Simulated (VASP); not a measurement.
# NaI (Fm-3m) in VASP: a series of runs

NaI is run at these levels: LDA; tasks: single point.

All numbers are computed with VASP 6.6.1; they aren't measurements. Logs are shortened: lines on timing, memory, paths and dates and some standing lists are left out, and cuts for length are marked.

### Step 1. The cell of the first run

The structure is cubic, space group Fm-3m (No. 225). Conventional cell: a = 6.429 Å, b = 6.429 Å, c = 6.429 Å, α = 90.00°, β = 90.00°, γ = 90.00°. Within 4.2 Å of I (site symmetry m-3m) lie 6 Na at 3.21 Å. Na (site symmetry m-3m) has 6 I at 3.21 Å within 4.2 Å.

### Step 2. Single point, LDA

Input file INCAR:

```
PREC = Accurate
ENCUT = 520
EDIFF = 1E-6
ISMEAR = -1
SIGMA = 0.05
LREAL = F
LASPH = T
NELM = 100
ALGO = Normal
ISIF = 2
LWAVE = F
LCHARG = T
GGA = CA
LELF = T
LVHAR = T
NBANDS = 14
```

Input file KPOINTS:

```
Automatic mesh
0
Gamma
  6 6 6
```

Input file POSCAR:

```
NaI
1.0
    0.0000000000      3.2146785402      3.2146785402
    3.2146785402      0.0000000000      3.2146785402
    3.2146785402      3.2146785402      0.0000000000
I Na
1 1
Direct
    0.5000000000      0.5000000000      0.5000000000
    0.0000000000      0.0000000000      0.0000000000
```

Potentials or basis: VASP PAW LDA potentials, release 64 (I, Na_pv).

The run is started by

```bash
$ cat potpaw_LDA.64/I/POTCAR potpaw_LDA.64/Na_pv/POTCAR > POTCAR
$ mpirun -np 1 vasp_std > vasp.out
```

OUTCAR:

```text
PREC = Accurate
   ENCUT = 520
   EDIFF = 1E-6
   ISMEAR = -1
   LREAL = F
   LASPH = T
   NELM = 100
   ISIF = 2
   GGA = CA

 ion  position               nearest neighbor table
   1  0.500  0.500  0.500-
   2  0.000  0.000  0.000-

  LATTYP: Found a face centered cubic cell.
 ALAT       =     6.4293570804

  Lattice vectors:

 A1 = (   0.0000000000,   3.2146785402,   3.2146785402)
 A2 = (   3.2146785402,   0.0000000000,   3.2146785402)
 A3 = (   3.2146785402,   3.2146785402,   0.0000000000)

Analysis of symmetry for initial positions (statically):
=====================================================================
 Subroutine PRICEL returns:
 Original cell was already a primitive cell.

 Routine SETGRP: Setting up the symmetry group for a
 face centered cubic supercell.

 Subroutine GETGRP returns: Found 48 space group operations
 (whereof 48 operations were pure point group operations)
 out of a pool of 48 trial point group operations.

The static configuration has the point symmetry O_h .

Analysis of symmetry for dynamics (positions and initial velocities):
=====================================================================
 Subroutine PRICEL returns:
 Original cell was already a primitive cell.

 Routine SETGRP: Setting up the symmetry group for a
 face centered cubic supercell.

 Subroutine GETGRP returns: Found 48 space group operations
 (whereof 48 operations were pure point group operations)
 out of a pool of 48 trial point group operations.

The dynamic configuration has the point symmetry O_h .

 Subroutine INISYM returns: Found 48 space group operations
 (whereof 48 operations are pure point group operations),
 and found     1 'primitive' translations

----------------------------------------------------------------------------------------

                                     Primitive cell

  volume of cell :      66.4420

  direct lattice vectors                    reciprocal lattice vectors
     0.000000000  3.214678540  3.214678540    -0.155536547  0.155536547  0.155536547
     3.214678540  0.000000000  3.214678540     0.155536547 -0.155536547  0.155536547
     3.214678540  3.214678540  0.000000000     0.155536547  0.155536547 -0.155536547

  length of vectors
[... 78 lines left out ...]
   NFREE  =      0    steps in history (QN), initial steepest desc. (CG)
   ISIF   =      2    stress and relaxation
   ISYM   =      2    0-nonsym 1-usesym 2-fastsym
   POTIM  = 0.5000    time-step for ionic-motion
   TEBEG  =    0.0;   TEEND  =   0.0 temperature during run
   PSTRESS=    0.0 pullay stress
   NELECT =      14.0000    total number of electrons
   NUPDOWN=      -1.0000    fix difference up-down
   EMIN   =  10.00;   EMAX   =-10.00  energy-range for DOS
   EFERMI =   0.00;   METHOD = LEGACY
   ISMEAR =    -1;   SIGMA  =   0.05  broadening in eV -4-tet -1-fermi 0-gaus
   EFERMI_NEDOS =   21; number of points for ismear=-14 and -15
   IALGO  =     38    algorithm
   IMIX   =      4    mixing-type and parameters
     AMIX     =   0.40;   BMIX     =  1.00
     AMIX_MAG =   1.60;   BMIX_MAG =  1.00
  volume/ion in A,a.u.               =      33.22       224.19
  Fermi-wavevector in a.u.,A,eV,Ry     =   0.974174  1.840922 12.912138  0.949015
  Thomas-Fermi vector in A             =   2.104613
   LORBIT       =      0    0 simple, 1 ext, 2 COOP (PROOUT), +10 PAW based schemes
   GGA     = CA    functional components
   LHFCALC =     F    Hartree Fock is set to
   AEXX    =    0.0000 exact exchange contribution
   IVDW    =     0    specifies the selected vdW correction
   LEPSILON=     F    determine dielectric tensor
   LRPA    =     F    only Hartree local field effects (RPA)
 non-spin polarized calculation
  energy-cutoff  :      520.00
  volume of cell :       66.44
 maximum number of plane-waves:      1820
 NGX is ok and might be reduce to    36
   NGX = 17   NGY = 17   NGZ = 17

 number of electron      14.0000006 magnetization

 Free energy of the ion-electron system (eV)
  ---------------------------------------------------
  ext. energy  EPLUGINS =         0.00000000
  ---------------------------------------------------
  free energy    TOTEN  =        -5.99424674 eV

  energy without entropy =       -5.99424674  energy(sigma->0) =       -5.99424674

 E-fermi :   1.8495     XC(G=0):  -8.1808

 val. band max:        0.7623840239   @ k =   0.0000   0.0000   0.0000
 cond. band min:       4.1613065220   @ k =   0.0000   0.0000   0.0000
 fundamental gap:      3.3989224980
 Fermi energy:         1.8494530859

 k-point     1 :       0.0000    0.0000    0.0000
  band No.  band energies     occupation
      1     -21.6046      2.00000
      2     -21.6046      2.00000
      3     -21.6046      2.00000
      4     -10.3738      2.00000
      5       0.7624      2.00000
      6       0.7624      2.00000
      7       0.7624      2.00000
      8       4.1613      0.00000
      9       8.5605      0.00000
     10       8.5605      0.00000
     11       8.5605      0.00000
     12      10.4621      0.00000
     13      10.4621      0.00000
     14      10.9714      0.00000
[... 241 lines left out ...]
      1     -21.6086      2.00000
      2     -21.6073      2.00000
      3     -21.6067      2.00000
      4      -9.9480      2.00000
      5      -1.0146      2.00000
      6      -0.4168      2.00000
      7      -0.1897      2.00000
      8       5.9405      0.00000
      9       7.0878      0.00000
     10       9.2085      0.00000
     11       9.2377      0.00000
     12      12.2164      0.00000
     13      13.1128      0.00000
     14      13.3818      0.00000

------------------------ aborting loop because EDIFF is reached ----------------------------------------

  FORCE on cell =-STRESS in cart. coord.  units (eV):
  Direction    XX          YY          ZZ          XY          YZ          ZX
  --------------------------------------------------------------------------------------
  -------------------------------------------------------------------------------------
  Total       -0.5577059     -0.5577059     -0.5577059      0.0000000     -0.0000000     -0.0000000
  in kB      -13.4484797    -13.4484797    -13.4484797      0.0000000     -0.0000000     -0.0000000
  external PRESSURE =     -13.4484797 kB  Pullay stress =       0.0000000 kB

 VOLUME and BASIS-vectors are now :
 -----------------------------------------------------------------------------
  energy-cutoff  :      520.00
  volume of cell :       66.44
      direct lattice vectors                 reciprocal lattice vectors
     0.000000000  3.214678540  3.214678540    -0.155536547  0.155536547  0.155536547
     3.214678540  0.000000000  3.214678540     0.155536547 -0.155536547  0.155536547
     3.214678540  3.214678540  0.000000000     0.155536547  0.155536547 -0.155536547

 POSITION                                       TOTAL-FORCE (eV/Angst)
 -----------------------------------------------------------------------------------
      3.21468      3.21468      3.21468         0.000000      0.000000     -0.000000
      0.00000      0.00000      0.00000        -0.000000     -0.000000      0.000000
 -----------------------------------------------------------------------------------
    total drift:                                0.000000      0.000000      0.000000

  FREE ENERGIE OF THE ION-ELECTRON SYSTEM (eV)
  ---------------------------------------------------
  free  energy   TOTEN  =        -5.9942467393 eV

  energy  without entropy=       -5.9942467393  energy(sigma->0) =       -5.99424674
```

OSZICAR:

```text
N       E                     dE             d eps       ncg     rms          rms(c)
DAV:   1     0.818939295247E+02    0.81894E+02   -0.65479E+03   448   0.895E+02
DAV:   2     0.541067097578E+00   -0.81353E+02   -0.75305E+02   498   0.221E+02
DAV:   3    -0.591279051307E+01   -0.64539E+01   -0.64118E+01   592   0.594E+01
DAV:   4    -0.606515831145E+01   -0.15237E+00   -0.15233E+00   558   0.923E+00
DAV:   5    -0.606941367051E+01   -0.42554E-02   -0.42553E-02   616   0.151E+00    0.164E+00
DAV:   6    -0.600881865210E+01    0.60595E-01   -0.58244E-02   544   0.159E+00    0.106E+00
DAV:   7    -0.599472363920E+01    0.14095E-01   -0.43945E-02   568   0.116E+00    0.492E-01
DAV:   8    -0.599430910594E+01    0.41453E-03   -0.30986E-03   526   0.474E-01    0.113E-01
DAV:   9    -0.599424745064E+01    0.61655E-04   -0.16345E-04   550   0.123E-01    0.308E-02
DAV:  10    -0.599424688299E+01    0.56764E-06   -0.19949E-05   594   0.483E-02    0.662E-03
DAV:  11    -0.599424673934E+01    0.14365E-06   -0.91867E-07   414   0.117E-02
   1 F= -.59942467E+01 E0= -.59942467E+01  d E =-.304887E-10
```

stdout:

```text
POSCAR found type information on POSCAR I Na
 POSCAR found :  2 types and       2 ions
 scaLAPACK will be used
 LDA part: xc-table for (Slater(with rela. corr.)+CA(PZ))
 , standard interpolation
 POSCAR, INCAR and KPOINTS ok, starting setup
 FFT: planning ... GRIDC
 FFT: planning ... GRID_SOFT
 FFT: planning ... GRID
 WAVECAR not read
 entering main loop
```

Wall time 16 s (1 thread of Intel Xeon 6975P-C, shared host); peak memory 0.18 GiB.

Results:

| Quantity | Value |
| --- | --- |
| Free energy | -5.9942 eV |
| Pressure | -1.3 GPa |
| Band gap on the k mesh | 3.40 eV, direct |

Levels at points of the mesh, in eV from the valence-band top:
```csv
k point,band 4,band 5,band 6,band 7,band 8,band 9,band 10,band 11
"(0.00, 0.00, 0.00)",-11.14,0.00,0.00,0.00,3.40,7.80,7.80,7.80
"(0.50, 0.00, 0.00)",-10.80,-2.32,-0.30,-0.30,4.87,7.29,7.29,8.62
"(0.50, 0.50, 0.00)",-10.72,-2.02,-0.79,-0.79,4.28,5.34,9.74,11.14
```

Caveat: spin-orbit coupling is left out, which moves the levels of the heavy elements. As with any semilocal functional, this LDA gap is likely too small.

### Step 3. Single point, LDA

This run uses another cell than the first one, of 33.90 Å³/atom, 1.020 times its volume.

Input file INCAR:

```
ALGO     = Normal         # electronic algorithm
EDIFF    = 1E-6           # SCF threshold, eV
ENCUT    = 520            # plane-wave cutoff, eV
GGA      = CA             # functional
ISIF     = 2              # what is computed and relaxed
ISMEAR   = -1             # smearing method
LASPH    = T              # aspherical terms in the spheres
LCHARG   = T              # write CHGCAR
LELF     = T              # ELF
LREAL    = F              # projectors in reciprocal space
LVHAR    = T            
LWAVE    = F              # write WAVECAR
NBANDS   = 14             # bands
NELM     = 60             # most SCF steps
PREC     = Accurate       # precision mode
SIGMA    = 0.05           # smearing width, eV
```

Input file KPOINTS:

```
k-points
0
Gamma
  6 6 6
```

Input file POSCAR:

```
NaI
1.0
    0.0000000000      3.2364000000      3.2364000000
    3.2364000000      0.0000000000      3.2364000000
    3.2364000000      3.2364000000      0.0000000000
I Na
1 1
Direct
    0.5000000000      0.5000000000      0.5000000000
    0.0000000000      0.0000000000      0.0000000000
```

Potentials or basis: VASP PAW LDA potentials, release 64 (I, Na_pv).

The run is started by

```bash
$ cat potpaw_LDA.64/I/POTCAR potpaw_LDA.64/Na_pv/POTCAR > POTCAR
$ mpirun -np 1 vasp_std > vasp.out
```

Wall time 14 s (1 thread of Intel Xeon 6975P-C, shared host); peak memory 0.17 GiB.

The run converged. Its results:

```
Free energy            : -5.9817 eV
Pressure               : -1.6 GPa
Band gap on the k mesh : 3.35 eV, direct
```

Levels at points of the mesh, in eV from the valence-band top:
```tsv
k point	band 5	band 6	band 7	band 8	band 9	band 10
(0.00, 0.00, 0.00)	0.00	0.00	0.00	3.35	7.80	7.80
(0.50, 0.00, 0.00)	-2.25	-0.29	-0.29	4.86	7.28	7.28
(0.50, 0.50, 0.00)	-1.96	-0.76	-0.76	4.26	5.37	9.61
```

Caveat: spin-orbit coupling is left out, which moves the levels of the heavy elements. LDA gaps usually lie below the measured ones, often by a third to a half.

(Part 1 of 2 ends here.)
